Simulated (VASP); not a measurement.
# Yb: single point with PBEsol

Yb:

```xyz
1
Lattice="-2.1798 2.1798 2.1798 2.1798 -2.1798 2.1798 2.1798 2.1798 -2.1798" Properties=species:S:1:pos:R:3 pbc="T T T"
Yb    0.0000    0.0000    0.0000
```

```
Program                : VASP 6.6.1
Task                   : single point
Functional             : PBEsol
Potentials or basis    : VASP PAW PBE potentials, release 64 (Yb)
Cutoff                 : 520 eV
k mesh                 : 9 × 9 × 9
Occupations            : fermi-dirac, width 0.05 eV
Spin                   : collinear spin, ferromagnetic start
Starting moments       : [1.0] μB
Dipole correction      : no
Further INCAR settings : ALGO = Normal; EDIFF = 1e-06; NBANDS = 22
```

| Item | Value |
| --- | --- |
| Pressure | -4.1 GPa |
| Band gap on the k mesh | zero (filled and empty bands overlap) |
| Net moment | 0.00 μB per cell |
| Valence electrons inside the program's atomic spheres | Yb 22.04 |

Levels at points of the mesh, in eV from the Fermi level:
Spin up:
```tsv
k point	band 9	band 10	band 11	band 12	band 13	band 14	band 15	band 16
(0.00, 0.00, 0.00)	-0.31	-0.31	-0.31	-0.29	2.71	2.71	2.71	4.40
```
Spin down:
| k point | band 8 | band 9 | band 10 | band 11 | band 12 | band 13 | band 14 | band 15 | band 16 | band 17 |
| --- | --- | --- | --- | --- | --- | --- | --- | --- | --- | --- |
| (0.00, 0.00, 0.00) | -0.40 | -0.30 | -0.30 | -0.30 | -0.28 | 2.71 | 2.71 | 2.71 | 4.40 | 4.40 |

Wall time 4 min on 1 thread of Intel(R) Xeon(R) Platinum 8259CL CPU @ 2.50GHz (Skylake/Cascade Lake), on a shared host, peak memory 0.22 GiB.

Caveat: the PAW data sets were made with another functional, which shifts forces and pressure a little; spin-orbit coupling is left out, which moves the levels of the heavy elements. The state reached can hang on the start; a lower one may exist.
